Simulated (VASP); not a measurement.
Here is a VASP 6.6.1 calculation.

Contents of INCAR:

```
SYSTEM = SrCl2
ALGO = Normal
EDIFF = 1E-6
ENCUT = 520
GGA = PE
ISIF = 2
ISMEAR = -1
LASPH = .TRUE.
LCHARG = .FALSE.
LREAL = .FALSE.
LWAVE = .FALSE.
NBANDS = 19
NELM = 100
PREC = Accurate
SIGMA = 0.02
```

KPOINTS

```
k-points
0
G
  6 6 6
  0 0 0
```

The input POSCAR:

```
SrCl2
1.0
    0.0000000000      3.5192138340      3.5192138340
    3.5192138340      0.0000000000      3.5192138340
    3.5192138340      3.5192138340      0.0000000000
Sr Cl
1 2
Direct
    0.0000000000      0.0000000000      0.0000000000
    0.2500000000      0.2500000000      0.2500000000
    0.7500000000      0.7500000000      0.7500000000
```

Potentials or basis: VASP PAW PBE potentials, release 64 (Sr_sv, Cl).

Launch:

```sh
$ cat potpaw_PBE.64/Sr_sv/POTCAR potpaw_PBE.64/Cl/POTCAR > POTCAR
$ mpirun -np 1 vasp_std > vasp.out
```

Task: Predict the pressure.

Result: 0.1 GPa.

Task: What does it give for the band gap on the k mesh?

Result: 5.24 eV (least direct gap 5.52 eV).

A k mesh can miss the band edges.
